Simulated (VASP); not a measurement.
B2Ru3: single point with PBE

B2Ru3:

```
B Ru
1.0
     4.67428    0.00000    0.00000
     0.00000    4.67428    0.00000
     0.00000    0.00000    3.04454
B Ru
2 3
Direct
  0.50000 0.50000 0.24937
  0.50000 0.50000 0.75063
  0.00000 0.00000 0.00000
  0.00000 0.50000 0.00000
  0.50000 0.00000 0.00000
```

The cell was generated, and may not be a known phase.

```
Program                : VASP 6.6.1
Task                   : single point
Functional             : PBE
Potentials or basis    : VASP PAW PBE potentials, release 64 (B, Ru_pv)
Cutoff                 : 520 eV
k mesh                 : 4 × 4 × 6
Occupations            : gaussian, width 0.1 eV
Spin                   : no spin polarisation
Dipole correction      : no
Further INCAR settings : ALGO = Normal; EDIFF = 1e-06; NBANDS = 32
```

```
Pressure               : 0.1 GPa
Largest force          : 0.019 eV/Å
Band gap on the k mesh : zero (bands 24 and 25 overlap by 2.31 eV)
```

Forces on the atoms (eV/Å):
```
B    0.000  0.000  0.019
B    0.000  0.000 -0.019
Ru   0.000  0.000  0.000
Ru   0.000  0.000  0.000
Ru   0.000  0.000  0.000
```

Stress tensor (GPa, compression positive):
```
 0.27  0.00  0.00
 0.00  0.27  0.00
 0.00  0.00 -0.14
```

Levels at points of the mesh, in eV from the Fermi level:
| k point | band 22 | band 23 | band 24 | band 25 | band 26 | band 27 |
| --- | --- | --- | --- | --- | --- | --- |
| (0.00, 0.00, 0.00) | -0.53 | -0.53 | -0.25 | 0.75 | 1.49 | 1.53 |
| (0.50, 0.00, 0.00) | -1.45 | -1.41 | -0.95 | -0.67 | -0.38 | 1.10 |
| (0.50, 0.50, 0.00) | -1.35 | -1.35 | -1.25 | -1.23 | -0.57 | -0.05 |
| (0.00, 0.00, 0.50) | 0.21 | 0.98 | 0.98 | 1.00 | 1.41 | 1.58 |
| (0.50, 0.00, 0.50) | -0.67 | 0.21 | 0.66 | 0.91 | 1.00 | 2.02 |
| (0.50, 0.50, 0.50) | -1.40 | -1.22 | -0.32 | -0.03 | -0.03 | 0.74 |

Wall time 46 s on 1 thread of AMD EPYC 7R43 64-Core Processor (Zen 3), with other jobs on the host, peak memory 0.16 GiB.
